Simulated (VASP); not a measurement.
# Be3Rh (I4/mmm) in VASP: a series of runs

Be3Rh is run at these levels: LDA; tasks: single point.

All numbers are computed with VASP 6.6.1; they aren't measurements. Logs are shortened: lines on timing, memory, paths and dates and some standing lists are left out, and cuts for length are marked.

## (1) The cell of the first run

The structure is tetragonal, space group I4/mmm (No. 139). The conventional cell has a = 3.104 Å, b = 3.104 Å, c = 6.931 Å, α = 90.00°, β = 90.00°, γ = 90.00°. Be (site symmetry -4m2) has 8 Be at 2.19 to 2.33 Å and 4 Rh at 2.33 Å within 2.9 Å. Within 2.9 Å of Be (site symmetry 4/mmm) lie 4 Rh at 2.19 Å and 8 Be at 2.33 Å. Rh (site symmetry 4/mmm) has 12 Be at 2.19 to 2.33 Å within 2.9 Å.

## (2) Single point, LDA

File INCAR:

```
PREC = Accurate
ENCUT = 520
EDIFF = 1E-7
ISMEAR = 1
SIGMA = 0.1
LREAL = False
LASPH = True
NELM = 60
ALGO = Normal
ISIF = 2
LWAVE = False
LCHARG = True
GGA = CA
LELF = True
LVHAR = True
NBANDS = 18
```

File KPOINTS:

```
Automatic mesh
0
Gamma
  10 10 10
  0.5 0.5 0.5
```

File POSCAR:

```
Be3Rh
1.0
    4.1019366285     -0.0143222021      0.0000000468
    1.7663017625      3.7021976329      0.0000000468
   -2.9341192206     -1.8439377312      2.1947499339
Be Rh
3 1
Direct
    0.7500000000      0.2500000000      0.5000000000
    0.2500000000      0.7500000000      0.5000000000
    0.5000000000      0.5000000000      0.0000000000
    0.0000000000      0.0000000000      0.0000000000
```

Potentials or basis: VASP PAW LDA potentials, release 64 (Be, Rh_pv).

Run with:

```sh
$ cat potpaw_LDA.64/Be/POTCAR potpaw_LDA.64/Rh_pv/POTCAR > POTCAR
$ mpirun -np 1 vasp_std > vasp.out
```

OUTCAR:

```text
PREC = Accurate
   ENCUT = 520
   EDIFF = 1E-7
   ISMEAR = 1
   LREAL = False
   LASPH = True
   NELM = 60
   ISIF = 2
   GGA = CA

 ion  position               nearest neighbor table
   1  0.750  0.250  0.500-   2 2.19   2 2.19   2 2.19   2 2.19   4 2.33   3 2.33   4 2.33   3 2.33
                             4 2.33   3 2.33   4 2.33   3 2.33
   2  0.250  0.750  0.500-   1 2.19   1 2.19   1 2.19   1 2.19   3 2.33   4 2.33   3 2.33   4 2.33
                             3 2.33   4 2.33   4 2.33   3 2.33
   3  0.500  0.500  0.000-   4 2.19   4 2.19   4 2.19   4 2.19   1 2.33   2 2.33   1 2.33   2 2.33
                             1 2.33   2 2.33   2 2.33   1 2.33
   4  0.000  0.000  0.000-   3 2.19   3 2.19   3 2.19   3 2.19   2 2.33   1 2.33   2 2.33   1 2.33
                             2 2.33   1 2.33   2 2.33   1 2.33

  LATTYP: Found a body centered tetragonal cell.
 ALAT       =     3.1038451887
 C/A-ratio  =     2.2329874959

  Lattice vectors:

 A1 = (   4.1019366285,  -0.0143222021,   0.0000000468)
 A2 = (   1.7663017625,   3.7021976329,   0.0000000468)
 A3 = (  -2.9341192206,  -1.8439377312,   2.1947499339)

Analysis of symmetry for initial positions (statically):
=====================================================================
 Subroutine PRICEL returns:
 Original cell was already a primitive cell.

 Routine SETGRP: Setting up the symmetry group for a
 body centered tetragonal supercell.

 Subroutine GETGRP returns: Found 16 space group operations
 (whereof 16 operations were pure point group operations)
 out of a pool of 16 trial point group operations.

The static configuration has the point symmetry D_4h.

Analysis of symmetry for dynamics (positions and initial velocities):
=====================================================================
 Subroutine PRICEL returns:
 Original cell was already a primitive cell.

 Routine SETGRP: Setting up the symmetry group for a
 body centered tetragonal supercell.

 Subroutine GETGRP returns: Found 16 space group operations
 (whereof 16 operations were pure point group operations)
 out of a pool of 16 trial point group operations.

The dynamic configuration has the point symmetry D_4h.

 Subroutine INISYM returns: Found 16 space group operations
 (whereof 16 operations are pure point group operations),
 and found     1 'primitive' translations

[... 98 lines left out ...]
   EDIFF  = 0.1E-06   stopping-criterion for ELM
   LREAL  =      F    real-space projection
   EDIFFG = 0.1E-05   stopping-criterion for IOM
   NSW    =      0    number of steps for IOM
   IBRION =     -1    ionic relax: 0-MD 1-quasi-New 2-CG
   NFREE  =      0    steps in history (QN), initial steepest desc. (CG)
   ISIF   =      2    stress and relaxation
   ISYM   =      2    0-nonsym 1-usesym 2-fastsym
   POTIM  = 0.5000    time-step for ionic-motion
   TEBEG  =    0.0;   TEEND  =   0.0 temperature during run
   PSTRESS=    0.0 pullay stress
   NELECT =      21.0000    total number of electrons
   NUPDOWN=      -1.0000    fix difference up-down
   EMIN   =  10.00;   EMAX   =-10.00  energy-range for DOS
   EFERMI =   0.00;   METHOD = LEGACY
   ISMEAR =     1;   SIGMA  =   0.10  broadening in eV -4-tet -1-fermi 0-gaus
   EFERMI_NEDOS =   21; number of points for ismear=-14 and -15
   IALGO  =     38    algorithm
   IMIX   =      4    mixing-type and parameters
     AMIX     =   0.40;   BMIX     =  1.00
     AMIX_MAG =   1.60;   BMIX_MAG =  1.00
  volume/ion in A,a.u.               =       8.35        56.32
  Fermi-wavevector in a.u.,A,eV,Ry     =   1.402692  2.650704 26.770088  1.967546
  Thomas-Fermi vector in A             =   2.525429
   LORBIT       =      0    0 simple, 1 ext, 2 COOP (PROOUT), +10 PAW based schemes
   GGA     = CA    functional components
   LHFCALC =     F    Hartree Fock is set to
   AEXX    =    0.0000 exact exchange contribution
   IVDW    =     0    specifies the selected vdW correction
   LEPSILON=     F    determine dielectric tensor
   LRPA    =     F    only Hartree local field effects (RPA)
 non-spin polarized calculation
 Methfessel and Paxton  Order N= 1 SIGMA  =   0.10
  energy-cutoff  :      520.00
  volume of cell :       33.39
 maximum number of plane-waves:       912
   NGX = 15   NGY = 15   NGZ = 15

 number of electron      21.0000002 magnetization

 Free energy of the ion-electron system (eV)
  ---------------------------------------------------
  ext. energy  EPLUGINS =         0.00000000
  ---------------------------------------------------
  free energy    TOTEN  =       -22.83408770 eV

  energy without entropy =      -22.83446331  energy(sigma->0) =      -22.83421291

 E-fermi :   9.7684     XC(G=0): -12.4720

 val. band max:        9.7110073855   @ k =  -0.4500  -0.4500   0.1500
 cond. band min:       9.7870206465   @ k =   0.3500   0.3500   0.1500
 fundamental gap:      0.0760132609
 Fermi energy:         9.7683926291

 k-point     1 :       0.0500    0.0500    0.0500
  band No.  band energies     occupation
      1     -36.9488      2.00000
      2     -36.9483      2.00000
      3     -36.9416      2.00000
      4      -0.4745      2.00000
      5       4.5967      2.00000
      6       4.9221      2.00000
[... 481 lines left out ...]
      5       3.5127      2.00000
      6       5.1878      2.00000
[... 10 lines left out ...]
     17      20.2584      0.00000
     18      22.5155      0.00000

 [... further k-points ...]

------------------------ aborting loop because EDIFF is reached ----------------------------------------

  FORCE on cell =-STRESS in cart. coord.  units (eV):
  Direction    XX          YY          ZZ          XY          YZ          ZX
  --------------------------------------------------------------------------------------
  -------------------------------------------------------------------------------------
  Total        4.3188680      4.3115296      4.3067396      0.0076221      0.0000000      0.0000000
  in kB      207.2640884    206.9119177    206.6820407      0.3657860      0.0000000      0.0000000
  external PRESSURE =     206.9526823 kB  Pullay stress =       0.0000000 kB

 VOLUME and BASIS-vectors are now :
 -----------------------------------------------------------------------------
  energy-cutoff  :      520.00
  volume of cell :       33.39
      direct lattice vectors                 reciprocal lattice vectors
     4.101936628 -0.014322202  0.000000047     0.243381855 -0.116116386  0.227816384
     1.766301762  3.702197633  0.000000047     0.000941537  0.269660631  0.227816384
    -2.934119221 -1.843937731  2.194749934    -0.000000005 -0.000000003  0.455632764

 POSITION                                       TOTAL-FORCE (eV/Angst)
 -----------------------------------------------------------------------------------
      2.05097     -0.00716      1.09738        -0.000000      0.000000     -0.000000
      0.88315      1.85110      1.09738         0.000000     -0.000000      0.000000
      2.93412      1.84394      0.00000         0.000000     -0.000000      0.000000
      0.00000      0.00000      0.00000         0.000000     -0.000000      0.000000
 -----------------------------------------------------------------------------------
    total drift:                               -0.000000      0.000000     -0.000000

  FREE ENERGIE OF THE ION-ELECTRON SYSTEM (eV)
  ---------------------------------------------------
  free  energy   TOTEN  =       -22.8340877040 eV

  energy  without entropy=      -22.8344633110  energy(sigma->0) =      -22.83421291
```

Wall time 32 s (1 thread of Oxide Virtual Turin-like, shared host); peak memory 0.16 GiB.

Results:

```yaml
Free_energy: -22.8341 eV
Pressure: 20.7 GPa
Band_gap_on_the_k_mesh: zero (an odd number of electrons rules out a gap without spin polarisation)
```

Levels at points of the mesh, in eV from the Fermi level:
```csv
k point,band 7,band 8,band 9,band 10,band 11,band 12,band 13,band 14
"(0.05, 0.05, 0.05)",-4.39,-4.13,-2.94,-1.33,3.10,3.61,4.64,5.54
```

Caveat: the cell stands under pressure.

## (3) Single point, LDA

This run uses another cell than the first one, of 8.69 Å³/atom.

File INCAR:

```
SYSTEM = Be3Rh
  PREC = Accurate
  ENCUT = 520
  EDIFF = 1E-7
  ISMEAR = 1
  SIGMA = 0.1
  LREAL = .False.
  LASPH = .True.
  NELM = 100
  ALGO = Normal
  ISIF = 2
  LWAVE = .False.
  LCHARG = .True.
  GGA = CA
  LELF = .True.
  LVHAR = .True.
  NBANDS = 18
```

KPOINTS is that of step 2.

File POSCAR:

```
Be3Rh
1.0
    4.1598598418     -0.0118337877      0.0000000475
    1.7936679835      3.7533090876      0.0000000475
   -2.9767639381     -1.8707376659      2.2234637358
Be Rh
3 1
Direct
    0.7500000000      0.2500000000      0.5000000000
    0.2500000000      0.7500000000      0.5000000000
    0.5000000000      0.5000000000      0.0000000000
    0.0000000000      0.0000000000      0.0000000000
```

Potentials or basis: VASP PAW LDA potentials, release 64 (Be, Rh_pv).

Run with:

```sh
$ cat potpaw_LDA.64/Be/POTCAR potpaw_LDA.64/Rh_pv/POTCAR > POTCAR
$ mpirun -np 1 vasp_std > vasp.out
```

OUTCAR:

```text
SYSTEM = Be3Rh
   PREC = Accurate
   ENCUT = 520
   EDIFF = 1E-7
   ISMEAR = 1
   LREAL = .False.
   LASPH = .True.
   NELM = 100
   ISIF = 2
   GGA = CA

 ion  position               nearest neighbor table
   1  0.750  0.250  0.500-   2 2.22   2 2.22   2 2.22   2 2.22   4 2.36   3 2.36   4 2.36   3 2.36
                             3 2.36   4 2.36   3 2.36   4 2.36
   2  0.250  0.750  0.500-   1 2.22   1 2.22   1 2.22   1 2.22   3 2.36   4 2.36   3 2.36   4 2.36
                             3 2.36   4 2.36   4 2.36   3 2.36
   3  0.500  0.500  0.000-   4 2.22   4 2.22   4 2.22   4 2.22   1 2.36   2 2.36   1 2.36   2 2.36
                             1 2.36   2 2.36   2 2.36   1 2.36
   4  0.000  0.000  0.000-   3 2.22   3 2.22   3 2.22   3 2.22   2 2.36   1 2.36   2 2.36   1 2.36
[... 709 lines left out ...]
  Total        2.3281396      2.3073117      2.2937164      0.0216331      0.0000000      0.0000000
  in kB      107.3016724    106.3417346    105.7151418      0.9970500      0.0000000      0.0000000
  external PRESSURE =     106.4528496 kB  Pullay stress =       0.0000000 kB

 VOLUME and BASIS-vectors are now :
 -----------------------------------------------------------------------------
  energy-cutoff  :      520.00
  volume of cell :       34.76
      direct lattice vectors                 reciprocal lattice vectors
     4.159859842 -0.011833788  0.000000048     0.240066347 -0.114725252  0.224874364
     1.793667984  3.753309088  0.000000048     0.000756901  0.266069843  0.224874364
    -2.976763938 -1.870737666  2.223463736    -0.000000005 -0.000000003  0.449748724

 POSITION                                       TOTAL-FORCE (eV/Angst)
 -----------------------------------------------------------------------------------
      2.07993     -0.00592      1.11173         0.000000      0.000000     -0.000000
      0.89683      1.87665      1.11173         0.000000      0.000000      0.000000
      2.97676      1.87074      0.00000        -0.000000     -0.000000     -0.000000
      0.00000      0.00000      0.00000        -0.000000     -0.000000     -0.000000
 -----------------------------------------------------------------------------------
    total drift:                               -0.000000      0.000000     -0.000000

  FREE ENERGIE OF THE ION-ELECTRON SYSTEM (eV)
  ---------------------------------------------------
  free  energy   TOTEN  =       -22.9678925521 eV

  energy  without entropy=      -22.9685123882  energy(sigma->0) =      -22.96809916
```

It took 40 s on 1 thread of Oxide Virtual Turin-like, shared host; peak memory 0.16 GiB.

Results:

* Free energy: -22.9679 eV
* Pressure: 10.6 GPa
* Band gap on the k mesh: zero (an odd number of electrons rules out a gap without spin polarisation)

Levels at points of the mesh, in eV from the Fermi level:
```tsv
k point	band 8	band 9	band 10	band 11	band 12	band 13
(0.05, 0.05, 0.05)	-3.94	-2.82	-1.26	3.02	3.53	4.53
```

Caveat: the cell stands under pressure.

[end of part 1 of 2]

The gap in the log of VASP goes by the Fermi energy; the results here count the filled bands.